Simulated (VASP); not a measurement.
Input of a VASP 6.6.1 run:

The input POSCAR:

```
AgCl
1.0
    0.0207986250      2.7731500000      2.7731500000
    2.7939486250      0.0000000000      2.7939486250
    2.7731500000      2.7731500000      0.0207986250
Ag Cl
1 1
Direct
    0.5000000000      0.5000000000      0.5000000000
    0.0000000000      0.0000000000      0.0000000000
```

INCAR.step1

```
PREC = Accurate ; ENCUT = 520
ISMEAR = 0 ; SIGMA = 0.05
LREAL = F ; LASPH = T
NELM = 60 ; NBANDS = 16
GGA = PE ; ALGO = Normal
EDIFF = 1E-4 ; LWAVE = T
LCHARG = F
```

File INCAR.step2:

```
PREC = Accurate ; ENCUT = 520
EDIFF = 1E-6 ; ISMEAR = 0
SIGMA = 0.05 ; LREAL = F
LASPH = T ; NELM = 60
ALGO = Normal ; ISIF = 2
LWAVE = F ; LCHARG = T
METAGGA = R2SCAN ; LMIXTAU = T
LELF = T ; LVHAR = T
NBANDS = 16 ; ISTART = 1
```

The input KPOINTS:

```
regular mesh
0
Gamma
  8 8 8
```

Potentials or basis: VASP PAW PBE potentials, release 64 (Ag, Cl).

Launch:

```sh
$ cat potpaw_PBE.64/Ag/POTCAR potpaw_PBE.64/Cl/POTCAR > POTCAR
$ cp INCAR.step1 INCAR
$ mpirun -np 1 vasp_std > vasp.out
$ cp INCAR.step2 INCAR
$ mpirun -np 1 vasp_std > vasp.out
```

(1) Predict the pressure.

(2) Predict the band gap on the k mesh.

## Answers

(1) -0.1 GPa.

(2) 1.41 eV (least direct gap 3.69 eV).

Caveat: the cell differs from its parent crystal (strain +0.0150 x Voigt [0, 0, 0, 0, 1, 0]); the PAW data sets were made with another functional, which shifts forces and pressure a little.
